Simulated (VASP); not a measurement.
# SnO in VASP: single point with PBE+D3(BJ)

Aim: the single point of SnO with PBE+D3(BJ).

Program: VASP 6.6.1. These are calculated values, not measurements. Logs are shortened: lines on timing, memory, paths and dates and some standing lists are left out, and cuts for length are marked.

### Step 1. The cell of the first run

The cell holds a slab with vacuum, 8 atoms: a = 3.820 Å, b = 3.820 Å, c = 22.226 Å, α = 90.00°, β = 90.00°, γ = 90.00°.

### Step 2. Single point, PBE+D3(BJ) (layers slid over each other)

Input file INCAR:

```
ALGO     = Normal         # electronic algorithm
DIPOL    = 0.5 0.5 0.408
EDIFF    = 1E-6           # SCF threshold, eV
ENCUT    = 520            # plane-wave cutoff, eV
GGA      = PE             # functional
GGA_COMPAT= F            
IDIPOL   = 3            
ISIF     = 2              # what is computed and relaxed
ISMEAR   = 0              # smearing method
IVDW     = 12             # dispersion correction
LASPH    = T              # aspherical terms in the spheres
LCHARG   = F              # write CHGCAR
LDIPOL   = T            
LREAL    = F              # projectors in reciprocal space
LWAVE    = F              # write WAVECAR
NBANDS   = 50             # bands
NELM     = 120            # most SCF steps
NELMDL   = -8           
PREC     = Accurate       # precision mode
SIGMA    = 0.05           # smearing width, eV
```

Input file KPOINTS:

```
k-points
0
Gamma
  7 7 1
```

Input file POSCAR:

```
SnO
1.0
    3.8201708766      0.0000000000      0.0000000000
    0.0000000000      3.8201708766      0.0000000000
    0.0000000000      0.0000000000     22.2260720666
Sn O
4 4
Direct
    0.5000000000      0.0000000000      0.2024649244
    0.0000000000      0.5000000000      0.3087831270
    0.0000000000      1.0000000000      0.5067488308
   -0.5000000000      1.5000000000      0.6130670334
    0.0000000000      0.0000000000      0.2556240257
    0.5000000000      0.5000000000      0.2556240257
   -0.5000000000      1.0000000000      0.5599079321
    0.0000000000      1.5000000000      0.5599079321
```

Potentials or basis: VASP PAW PBE potentials, release 64 (Sn_d, O).

Started as:

```bash
$ cat potpaw_PBE.64/Sn_d/POTCAR potpaw_PBE.64/O/POTCAR > POTCAR
$ mpirun -np 1 vasp_std > vasp.out
```

OUTCAR:

```text
EDIFF = 1E-6
   ENCUT = 520
   GGA = PE
   ISIF = 2
   ISMEAR = 0
   IVDW = 12
   LASPH = T
   LREAL = F
   NELM = 120
   NELMDL = -8
   PREC = Accurate
 IVDW          = 12

 ion  position               nearest neighbor table
   1  0.500  0.000  0.202-   5 2.25   6 2.25   6 2.25   5 2.25   2 3.59   2 3.59   2 3.59   2 3.59

   2  0.000  0.500  0.309-   5 2.25   6 2.25   5 2.25   6 2.25   1 3.59   1 3.59   1 3.59   1 3.59

   3  0.000  0.000  0.507-   7 2.25   8 2.25   8 2.25   7 2.25   4 3.59   4 3.59   4 3.59   4 3.59

   4  0.500  0.500  0.613-   7 2.25   8 2.25   7 2.25   8 2.25   3 3.59   3 3.59   3 3.59   3 3.59

   5  0.000  0.000  0.256-   2 2.25   2 2.25   1 2.25   1 2.25
   6  0.500  0.500  0.256-   2 2.25   2 2.25   1 2.25   1 2.25
   7  0.500  0.000  0.560-   4 2.25   4 2.25   3 2.25   3 2.25
   8  0.000  0.500  0.560-   4 2.25   4 2.25   3 2.25   3 2.25

  LATTYP: Found a simple tetragonal cell.
 ALAT       =     3.8201708766
 C/A-ratio  =     5.8180832179

  Lattice vectors:

 A1 = (   3.8201708766,   0.0000000000,   0.0000000000)
 A2 = (   0.0000000000,   3.8201708766,   0.0000000000)
 A3 = (   0.0000000000,   0.0000000000,  22.2260720666)

Analysis of symmetry for initial positions (statically):
=====================================================================
 Subroutine PRICEL returns:
 Original cell was already a primitive cell.

 Routine SETGRP: Setting up the symmetry group for a
 simple tetragonal supercell.

 Subroutine GETGRP returns: Found  8 space group operations
 (whereof  4 operations were pure point group operations)
 out of a pool of 16 trial point group operations.

The static configuration has the point symmetry C_2v.
 The point group associated with its full space group is D_2h.

Analysis of symmetry for dynamics (positions and initial velocities):
=====================================================================
 Subroutine PRICEL returns:
 Original cell was already a primitive cell.

 Routine SETGRP: Setting up the symmetry group for a
 simple tetragonal supercell.

 Subroutine GETGRP returns: Found  8 space group operations
 (whereof  4 operations were pure point group operations)
 out of a pool of 16 trial point group operations.

The dynamic configuration has the point symmetry C_2v.
 The point group associated with its full space group is D_2h.

 Subroutine INISYM returns: Found  8 space group operations
 (whereof  4 operations are pure point group operations),
 and found     1 'primitive' translations

----------------------------------------------------------------------------------------

                                     Primitive cell

  volume of cell :     324.3608

  direct lattice vectors                    reciprocal lattice vectors
     3.820170877  0.000000000  0.000000000     0.261768395  0.000000000  0.000000000
     0.000000000  3.820170877  0.000000000     0.000000000  0.261768395  0.000000000
     0.000000000  0.000000000 22.226072067     0.000000000  0.000000000  0.044992205

  length of vectors
     3.820170877  3.820170877 22.226072067     0.261768395  0.261768395  0.044992205

  position of ions in fractional coordinates (direct lattice)
     0.500000000  0.000000000  0.202464924
     0.000000000  0.500000000  0.308783127
     0.000000000  0.000000000  0.506748831
     0.500000000  0.500000000  0.613067033
     0.000000000  0.000000000  0.255624026
     0.500000000  0.500000000  0.255624026
     0.500000000  0.000000000  0.559907932
     0.000000000  0.500000000  0.559907932

  ion indices of the primitive-cell ions
   primitive index   ion index
                 1           1
                 2           2
                 3           3
                 4           4
                 5           5
                 6           6
                 7           7
                 8           8

----------------------------------------------------------------------------------------

 KPOINTS: k-points

Automatic generation of k-mesh.
 Grid dimensions read from file:
 generate k-points for:    7    7    1

 Generating k-lattice:

  Cartesian coordinates                     Fractional coordinates (reciprocal lattice)
     0.037395485  0.000000000  0.000000000     0.142857143  0.000000000  0.000000000
     0.000000000  0.037395485  0.000000000     0.000000000  0.142857143  0.000000000
     0.000000000  0.000000000  0.044992205     0.000000000  0.000000000  1.000000000

  Length of vectors
     0.037395485  0.037395485  0.044992205

  Shift w.r.t. Gamma in fractional coordinates (k-lattice)
     0.000000000  0.000000000  0.000000000

 Subroutine IBZKPT returns following result:
 ===========================================

 Found     16 irreducible k-points:

 Following reciprocal coordinates:
            Coordinates               Weight
  0.000000  0.000000  0.000000      1.000000
  0.142857  0.000000  0.000000      2.000000
  0.000000  0.142857  0.000000      2.000000
  0.285714  0.000000  0.000000      2.000000
  0.000000  0.285714  0.000000      2.000000
  0.428571  0.000000  0.000000      2.000000
[... 8 lines left out ...]
 -0.285714  0.428571  0.000000      4.000000
  0.428571  0.428571  0.000000      4.000000
   k-points           NKPTS =     16   k-points in BZ     NKDIM =     16   number of bands    NBANDS=     50
   number of dos      NEDOS =    301   number of ions     NIONS =      8
   total plane-waves  NPLWV = 131712
   dimension x,y,z NGX =    28 NGY =   28 NGZ =  168
   dimension x,y,z NGXF=    56 NGYF=   56 NGZF=  336
   ions per type =               4   4
   NGX,Y,Z   is equivalent  to a cutoff of  12.19, 12.19, 12.57 a.u.
   NGXF,Y,Z  is equivalent  to a cutoff of  24.37, 24.37, 25.13 a.u.
 SYSTEM =  unknown system
   PREC   = accura    normal or accurate (medium, high low for compatibility)
   ISTART =      0    job   : 0-new  1-cont  2-samecut
   ICHARG =      2    charge: 1-file 2-atom 10-const
   ISPIN  =      1    spin polarized calculation?
   LNONCOLLINEAR =      F non collinear calculations
   LSORBIT =      F    spin-orbit coupling
   LASPH  =      T    aspherical Exc in radial PAW
   ENCUT  =  520.0 eV  38.22 Ry    6.18 a.u.   7.10  7.10 41.33*2*pi/ulx,y,z
   NELM   =    120;   NELMIN=  2; NELMDL= -8     # of ELM steps
   EDIFF  = 0.1E-05   stopping-criterion for ELM
   LREAL  =      F    real-space projection
   EDIFFG = 0.1E-04   stopping-criterion for IOM
   NSW    =      0    number of steps for IOM
   IBRION =     -1    ionic relax: 0-MD 1-quasi-New 2-CG
   NFREE  =      0    steps in history (QN), initial steepest desc. (CG)
   ISIF   =      2    stress and relaxation
   ISYM   =      2    0-nonsym 1-usesym 2-fastsym
   POTIM  = 0.5000    time-step for ionic-motion
   TEBEG  =    0.0;   TEEND  =   0.0 temperature during run
   PSTRESS=    0.0 pullay stress
   NELECT =      80.0000    total number of electrons
   NUPDOWN=      -1.0000    fix difference up-down
   EMIN   =  10.00;   EMAX   =-10.00  energy-range for DOS
   EFERMI =   0.00;   METHOD = LEGACY
   ISMEAR =     0;   SIGMA  =   0.05  broadening in eV -4-tet -1-fermi 0-gaus
   EFERMI_NEDOS =   21; number of points for ismear=-14 and -15
   IALGO  =     38    algorithm
   IMIX   =      4    mixing-type and parameters
     AMIX     =   0.40;   BMIX     =  1.00
     AMIX_MAG =   1.60;   BMIX_MAG =  1.00
  volume/ion in A,a.u.               =      40.55       273.61
  Fermi-wavevector in a.u.,A,eV,Ry     =   1.026665  1.940115 14.341097  1.054041
  Thomas-Fermi vector in A             =   2.160570
   LORBIT       =      0    0 simple, 1 ext, 2 COOP (PROOUT), +10 PAW based schemes
   GGA     = PE    functional components
   LHFCALC =     F    Hartree Fock is set to
   AEXX    =    0.0000 exact exchange contribution
   IVDW    =    12    specifies the selected vdW correction
   LEPSILON=     F    determine dielectric tensor
   LRPA    =     F    only Hartree local field effects (RPA)
 non-spin polarized calculation
 Gauss-broadening in eV      SIGMA  =   0.05
  energy-cutoff  :      520.00
  volume of cell :      324.36
 maximum number of plane-waves:      8769
   NGX = 15   NGY = 15   NGZ = 83

 dipolmoment           0.000000      0.000000      0.000000 electrons x Angstroem

 number of electron      79.9999970 magnetization

 dipolmoment           0.000000      0.000000     -0.000000 electrons x Angstroem

 Free energy of the ion-electron system (eV)
  ---------------------------------------------------
  ext. energy  EPLUGINS =         0.00000000
  ---------------------------------------------------
  free energy    TOTEN  =       -45.17324213 eV

  energy without entropy =      -45.17324213  energy(sigma->0) =      -45.17324213

 E-fermi :   0.0445     XC(G=0):  -5.3426

 val. band max:       -0.2560986493   @ k =   0.1429   0.0000   0.0000
 cond. band min:       2.3306436489   @ k =   0.0000   0.0000   0.0000
 fundamental gap:      2.5867422982
 Fermi energy:         0.0444770958

 k-point     1 :       0.0000    0.0000    0.0000
  band No.  band energies     occupation
      1     -21.0541      2.00000
      2     -21.0540      2.00000
      3     -20.6934      2.00000
      4     -20.6934      2.00000
      5     -20.6556      2.00000
      6     -20.6554      2.00000
[... 42 lines left out ...]
     49       5.2130      0.00000
     50       5.2181      0.00000

 k-point     2 :       0.1429    0.0000    0.0000
  band No.  band energies     occupation
      1     -21.0451      2.00000
      2     -21.0451      2.00000
      3     -20.6940      2.00000
      4     -20.6940      2.00000
      5     -20.6572      2.00000
      6     -20.6569      2.00000
[... 734 lines left out ...]
 k-point    16 :       0.4286    0.4286    0.0000
  band No.  band energies     occupation
      1     -20.9947      2.00000
      2     -20.9947      2.00000
      3     -20.9808      2.00000
      4     -20.9808      2.00000
      5     -20.6604      2.00000
      6     -20.6604      2.00000
[... 42 lines left out ...]
     49       6.3269      0.00000
     50       6.3508      0.00000

------------------------ aborting loop because EDIFF is reached ----------------------------------------

 vacuum level on the upper side and lower side of the slab       (xc-potential included)        -0.174        -0.174

 Edisp (eV)   -1.22227

 E8    (eV) :    -0.5404

  FORCE on cell =-STRESS in cart. coord.  units (eV):
  Direction    XX          YY          ZZ          XY          YZ          ZX
  --------------------------------------------------------------------------------------
  -------------------------------------------------------------------------------------
  Total       0.15313     0.20010    -0.12737     0.00000     0.00000     0.00000
  in kB       0.75637     0.98840    -0.62914     0.00000     0.00000     0.00000
  external pressure =        0.37 kB  Pullay stress =        0.00 kB

 VOLUME and BASIS-vectors are now :
 -----------------------------------------------------------------------------
  energy-cutoff  :      520.00
  volume of cell :      324.36
      direct lattice vectors                 reciprocal lattice vectors
     3.820170877  0.000000000  0.000000000     0.261768395  0.000000000  0.000000000
     0.000000000  3.820170877  0.000000000     0.000000000  0.261768395  0.000000000
     0.000000000  0.000000000 22.226072067     0.000000000  0.000000000  0.044992205

 POSITION                                       TOTAL-FORCE (eV/Angst)
 -----------------------------------------------------------------------------------
      1.91009      0.00000      4.50000         0.000000      0.000000     -0.084057
      0.00000      1.91009      6.86304         0.000000      0.000000      0.148325
      0.00000      0.00000     11.26304         0.000000      0.000000     -0.148325
      1.91009      1.91009     13.62607         0.000000      0.000000      0.084057
      0.00000      0.00000      5.68152         0.000000      0.000000      0.006123
      1.91009      1.91009      5.68152         0.000000      0.000000      0.006339
      1.91009      0.00000     12.44455         0.000000      0.000000     -0.006339
      0.00000      1.91009     12.44455         0.000000      0.000000     -0.006123
 -----------------------------------------------------------------------------------
    total drift:                                0.000000      0.000000     -0.000002

  FREE ENERGIE OF THE ION-ELECTRON SYSTEM (eV)
  ---------------------------------------------------
  free  energy   TOTEN  =       -46.3955126350 eV

  energy  without entropy=      -46.3955126350  energy(sigma->0) =      -46.39551264

 vacuum level on the upper side and lower side of the slab         4.780         4.780
```

Run time: 9.2 min. Hardware: 1 thread of Oxide Virtual Turin-like, shared host; peak memory 0.42 GiB.

What came out:

```
Free energy                : -46.3955 eV
Largest force              : 0.148 eV/Å
Band gap on the k mesh     : 2.59 eV (least direct gap 2.61 eV)
Dispersion energy per atom : -0.153 eV
```

Forces on the atoms (eV/Å):
```
Sn   0.000  0.000 -0.084
Sn   0.000  0.000  0.148
Sn   0.000  0.000 -0.148
Sn   0.000  0.000  0.084
O    0.000  0.000  0.006
O    0.000  0.000  0.006
O    0.000  0.000 -0.006
O    0.000  0.000 -0.006
```

Levels at points of the mesh, in eV from the valence-band top:
| k point | band 37 | band 38 | band 39 | band 40 | band 41 | band 42 | band 43 | band 44 |
| --- | --- | --- | --- | --- | --- | --- | --- | --- |
| (0.00, 0.00, 0.00) | -1.89 | -1.89 | -0.50 | -0.03 | 2.59 | 2.92 | 2.92 | 3.73 |

Caveat: the cell differs from its parent crystal (layers slid over each other); spin-orbit coupling is left out, which moves the levels of the heavy elements.
